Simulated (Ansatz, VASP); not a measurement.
**TaS2: VASP beside Ansatz**

INCAR

```
SYSTEM = TaS2
PREC = Accurate
ENCUT = 500
EDIFF = 1E-6
ISMEAR = -1
SIGMA = 0.03
LREAL = .FALSE.
LASPH = .TRUE.
NELM = 120
ALGO = Normal
ISIF = 2
LWAVE = .FALSE.
LCHARG = .TRUE.
GGA = PE
LELF = .TRUE.
LVHAR = .TRUE.
NBANDS = 18
GGA_COMPAT = .FALSE.
```

Contents of KPOINTS:

```
Automatic mesh
0
G
  9 9 5
  0 0 0
```

Contents of POSCAR:

```
TaS2
1.0
    3.2830020782      0.0000000000      0.0000000000
   -1.6415010391      2.8431632004      0.0000000000
    0.0000000000      0.0000000000      5.8600000000
Ta S
1 2
Direct
    0.0000000000      0.0000000000      0.0000000000
    0.3333333333      0.6666666667      0.2500000000
    0.6666666667      0.3333333333      0.7500000000
```

Input for Ansatz:

```yaml
crystal:
  lattice:
    - [3.2830020782, 0.0, 0.0]
    - [-1.6415010391, 2.8431632004, 0.0]
    - [0.0, 0.0, 5.86]
  atoms:
    - { symbol: Ta, position: [0.0, 0.0, 0.0] }
    - { symbol: S, position: [0.3333333333, 0.6666666667, 0.25] }
    - { symbol: S, position: [0.6666666667, 0.3333333333, 0.75] }
kpoints:
  mp_grid: { grid: [9, 9, 5] }
  band_path:
    path:
      - [0.0, 0.0, 0.0]
      - [0.5, 0.0, 0.0]
      - [0.3333333333, 0.3333333333, 0.0]
      - [0.0, 0.0, 0.0]
      - [0.0, 0.0, 0.5]
      - [0.5, 0.0, 0.5]
      - [0.3333333333, 0.3333333333, 0.5]
      - [0.0, 0.0, 0.5]
      - [0.5, 0.0, 0.5]
    npoints: 5
scf:
  occupations: { method: fermi_dirac, width: 0.03 }
hamiltonian:
  xc: pbe
  pseudopotentials: { kind: all_electron, lapw: { basis_error: 0.001 } }
output:
  forces: true
  stress: true
  eigenvalues: true
```

Change from the starting cell: equal xx and yy strain of -2 %.

Alike in both runs: task single point; functional PBE; k mesh 9 × 9 × 5; occupations fermi-dirac, width 0.03 eV; no spin polarisation.

|  | VASP | Ansatz |
| --- | --- | --- |
| version | VASP 6.6.1 | Ansatz 0.2.0 |
| potentials or method | VASP PAW PBE potentials, release 64 (Ta_pv, S), cutoff 500 eV | all-electron LAPW, scalar-relativistic |

VASP gave:

- pressure (GPa): 16.1
- traceless stress, the component that is largest in VASP (GPa): 2.20
- rms of the force components (eV/Å): 0.881

Q: Estimate Ansatz's values.

A: Pressure (GPa): 16.1; traceless stress, the component that is largest in VASP (GPa): 2.13; rms of the force components (eV/Å): 0.871.

Atom by atom the forces differ by 0.011 eV/Å (rms over components). Ansatz ran all-electron here, and VASP with PAW potentials.

Spin-orbit coupling is off throughout.
